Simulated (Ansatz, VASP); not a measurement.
# TePb in VASP and in Ansatz

INCAR

```
SYSTEM = TePb
PREC = Accurate ; ENCUT = 520
EDIFF = 1E-6 ; ISMEAR = 0
SIGMA = 0.022 ; LREAL = .FALSE.
LASPH = .TRUE. ; NELM = 80
ALGO = Normal ; ISIF = 2
LWAVE = .FALSE. ; LCHARG = .FALSE.
GGA = PE ; NBANDS = 17
```

KPOINTS

```
Automatic mesh
0
G
  7 7 7
  0 0 0
```

The input POSCAR:

```
TePb
1.0
    4.0022870000      0.0000000000      0.0000000000
    0.0000000000      4.0022870000      0.0000000000
    0.0000000000      0.0000000000      4.0022870000
Pb Te
1 1
Direct
    0.0000000000      0.0000000000      0.0000000000
    0.5000000000      0.5000000000      0.5000000000
```

The input input.yaml:

```yaml
crystal:
  lattice:
    - [4.002287, 0.0, 0.0]
    - [0.0, 4.002287, 0.0]
    - [0.0, 0.0, 4.002287]
  atoms:
    - { symbol: Pb, position: [0.0, 0.0, 0.0] }
    - { symbol: Te, position: [0.5, 0.5, 0.5] }
hamiltonian:
  xc: pbe
  pseudopotentials: { kind: paw }
kpoints:
  mp_grid: { grid: [7, 7, 7] }
scf:
  occupations: { method: gaussian, width: 0.022 }
output:
  forces: true
  stress: true
  eigenvalues: true
```

Alike in both runs: task single point; functional PBE; k mesh 7 × 7 × 7; occupations gaussian, width 0.022 eV; no spin polarisation.

```csv
,VASP,Ansatz
version,VASP 6.6.1,Ansatz 0.2.0
potentials or method,"VASP PAW PBE potentials, release 64 (Pb_d, Te)",Ansatz PAW
plane-wave cutoff (eV),520,420
valence electrons in the cell,20,30
```

```tsv
	VASP	Ansatz	Ansatz less VASP
gap on the k mesh at the Fermi level (eV)	none	none	-
pressure (GPa)	0.1	0.1	+0.05
```

A gap of «none» marks a metal or a gap that the smearing closes. VASP's potentials hold 20 valence electrons a cell and Ansatz's 30, so a difference there can come from the potentials and not from the codes.

Spin-orbit coupling is off throughout.
